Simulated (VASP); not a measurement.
Mg6ZrNb:

```
Mg Zr Nb
1.0
     4.98314    0.00000    0.00000
     0.00000    3.08730    5.64432
     0.00000   -3.08730    5.64432
Mg Zr Nb
6 1 1
Direct
  0.00000 0.32932 0.81579
  0.00000 0.81579 0.32932
  0.00000 0.32783 0.32783
  0.50000 0.17278 0.68183
  0.50000 0.68183 0.17278
  0.50000 0.17322 0.17322
  0.00000 0.80160 0.80160
  0.50000 0.69765 0.69765
```

Base run:

```yaml
Program: VASP 6.6.1
Functional: PBE
Potentials_or_basis: VASP PAW PBE potentials, release 64 (Mg, Zr_sv, Nb_sv)
Cutoff: 520 eV
k_mesh: 4 × 4 × 4
Occupations: fermi-dirac, width 0.272114 eV
Spin: no spin polarisation
```

Its results: band gap on the k mesh zero (an odd number of electrons rules out a gap without spin polarisation); pressure 0.3 GPa; largest force 0.392 eV/Å.

Task: The run is repeated on the same cell with these changes: occupations from fermi-dirac, width 0.272114 eV to gaussian, width 0.1 eV; further incar settings from ALGO = Normal; EDIFF = 1e-06; NBANDS = 28 to ALGO = Fast; EDIFF = 1e-06; NBANDS = 28. What comes out?

Result: Band gap on the k mesh zero (an odd number of electrons rules out a gap without spin polarisation); pressure -0.3 GPa; largest force 0.087 eV/Å.
